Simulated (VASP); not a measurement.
Write the native input for VASP 6.6.1 that does the following.

* Task: single point
* Functional: PBEsol
* Potentials or basis: VASP PAW PBE potentials, release 64 (Zr_sv, C)
* Cutoff: 600 eV
* k mesh: 15 × 15 × 15
* Occupations: fermi-dirac, width 0.05 eV
* Spin: no spin polarisation
* Dipole correction: no
* Further INCAR settings: ALGO = Normal; EDIFF = 1e-06; NBANDS = 15

The structure of ZrC lies in POSCAR:

```
ZrC
1.0
    0.0000000000      2.3580180640      2.3580180640
    2.3580180640      0.0000000000      2.3580180640
    2.3580180640      2.3580180640      0.0000000000
Zr C
1 1
Direct
    0.5000000000      0.5000000000      0.5000000000
    0.0000000000      0.0000000000      0.0000000000
```

This cell differs from its parent crystal: volume scaled by 1.01.

These files were run (other wordings do the same):

INCAR

```
  PREC = Accurate
  ENCUT = 600
  EDIFF = 1E-6
  ISMEAR = -1
  SIGMA = 0.05
  LREAL = False
  LASPH = True
  NELM = 120
  ALGO = Normal
  ISIF = 2
  LWAVE = False
  LCHARG = True
  GGA = PS
  LELF = True
  LVHAR = True
  NBANDS = 15
  GGA_COMPAT = False
```

KPOINTS

```
Automatic mesh
0
Gamma
  15 15 15
```

Potentials or basis: VASP PAW PBE potentials, release 64 (Zr_sv, C).

Command:

```console
$ cat potpaw_PBE.64/Zr_sv/POTCAR potpaw_PBE.64/C/POTCAR > POTCAR
$ mpirun -np 1 vasp_std > vasp.out
```

It gave:

| Item | Value |
| --- | --- |
| Pressure | -6.4 GPa |
| Band gap on the k mesh | zero (band 8 reaches 10.33 eV, above the bottom of band 9 at 9.01 eV) |

Caveat: the PAW data sets were made with another functional, which shifts forces and pressure a little.

Run time: 40 s on 1 thread of Intel(R) Xeon(R) Platinum 8559C (Emerald Rapids), on a shared host, peak memory 0.19 GiB.
